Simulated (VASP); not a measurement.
Input of a VASP 6.6.1 run:

File POSCAR:

```
Gd
1.0
   -1.5543009063      1.5543009063      1.5543009063
    1.5543009063     -1.5543009063      1.5543009063
    1.5543009063      1.5543009063     -1.5543009063
Gd
1
Direct
    0.0000000000      0.0000000000      0.0000000000
```

The input INCAR.step1:

```
SYSTEM = Gd
PREC     = Accurate       ! precision mode
ENCUT    = 520            ! plane-wave cutoff, eV
EDIFF    = 1E-6           ! SCF threshold, eV
ISMEAR   = -1             ! smearing method
SIGMA    = 0.08           ! smearing width, eV
LREAL    = .FALSE.        ! projectors in reciprocal space
LASPH    = .TRUE.         ! aspherical terms in the spheres
NELM     = 150            ! most SCF steps
ALGO     = Normal         ! electronic algorithm
ISIF     = 2              ! what is computed and relaxed
LWAVE    = .FALSE.        ! write WAVECAR
LCHARG   = .TRUE.         ! write CHGCAR
ISPIN    = 2              ! spin polarisation
MAGMOM   = 7              ! initial moments
LMAXMIX  = 6              ! l up to which the mixer works
GGA      = PE             ! functional
NBANDS   = 19             ! bands
```

Contents of KPOINTS.step1:

```
regular mesh
0
G
  15 15 15
  0 0 0
```

File INCAR.step2:

```
SYSTEM = Gd
PREC     = Accurate       ! precision mode
ENCUT    = 520            ! plane-wave cutoff, eV
EDIFF    = 1E-6           ! SCF threshold, eV
ISMEAR   = -5             ! smearing method
SIGMA    = 0.08           ! smearing width, eV
LREAL    = .FALSE.        ! projectors in reciprocal space
LASPH    = .TRUE.         ! aspherical terms in the spheres
NELM     = 150            ! most SCF steps
ALGO     = Normal         ! electronic algorithm
ISIF     = 2              ! what is computed and relaxed
LWAVE    = .FALSE.        ! write WAVECAR
LCHARG   = .FALSE.        ! write CHGCAR
ISPIN    = 2              ! spin polarisation
MAGMOM   = 7              ! initial moments
LORBIT   = 11             ! projections on sites
LMAXMIX  = 6              ! l up to which the mixer works
GGA      = PE             ! functional
NBANDS   = 19             ! bands
NEDOS    = 1001           ! points of the DOS
ICHARG   = 11             ! starting density
```

File KPOINTS.step2:

```
regular mesh
0
G
  23 23 23
  0 0 0
```

Potentials or basis: VASP PAW PBE potentials, release 64 (Gd).

Run with:

```sh
$ cat potpaw_PBE.64/Gd/POTCAR > POTCAR
$ cp INCAR.step1 INCAR
$ cp KPOINTS.step1 KPOINTS
$ mpirun -np 1 vasp_std > vasp.out
$ cp INCAR.step2 INCAR
$ cp KPOINTS.step2 KPOINTS
$ mpirun -np 1 vasp_std > vasp.out
```

Question: Predict the site moments.

Answer: Gd +6.59 μB.

Question: Estimate the net moment.

Answer: 6.85 μB per cell.

 The state reached can hang on the start; a lower one may exist.
